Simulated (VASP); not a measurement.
Crystal: Pt.

```
Pt
1.0
     2.70824    0.00000    0.00000
    -1.35412    2.34540    0.00000
     0.00000    0.00000    2.53051
Pt
1
Direct
  0.00000 0.00000 0.00000
```

* Program: VASP 6.6.1
* Task: relaxation of cell and atoms
* Functional: r2SCAN
* Potentials or basis: VASP PAW PBE potentials, release 64 (Pt)
* Cutoff: 600 eV
* k mesh: 9 × 9 × 6
* Occupations: gaussian, width 0.1 eV
* Spin: no spin polarisation

At the start: pressure 6.9 GPa; volume 16.07 Å³/atom.

**Question.** Where does the relaxation end?

**Answer.** Over 7 steps the energy falls by 73.9 meV/atom and the volume is 16.55 Å³/atom (+3.0 %); space group P6/mmm (No. 191, to 0.05 Å).

Step by step:
```tsv
step	energy change (eV)	largest force (eV/Å)	pressure (GPa)	volume (Å³)
1	0.0000	0.0000	6.95	16.07
2	0.0245	0.0000	-6.66	17.62
3	-0.0721	0.0000	-2.73	16.74
4	-0.0723	0.0000	-2.47	16.72
5	-0.0723	0.0000	-2.48	16.70
6	-0.0658	0.0000	5.76	16.20
7	-0.0739	0.0000	-0.06	16.55
```

Final structure:
```
Pt
1.0
     2.67541    0.00000    0.00000
    -1.33771    2.31698    0.00000
     0.00000    0.00000    2.66960
Pt
1
Cartesian
  0.0000 0.0000 0.0000
```

Caveat: the k points lie up to 0.39 Å⁻¹ apart in the final cell; the PAW data sets were made with another functional, which shifts forces and pressure a little.
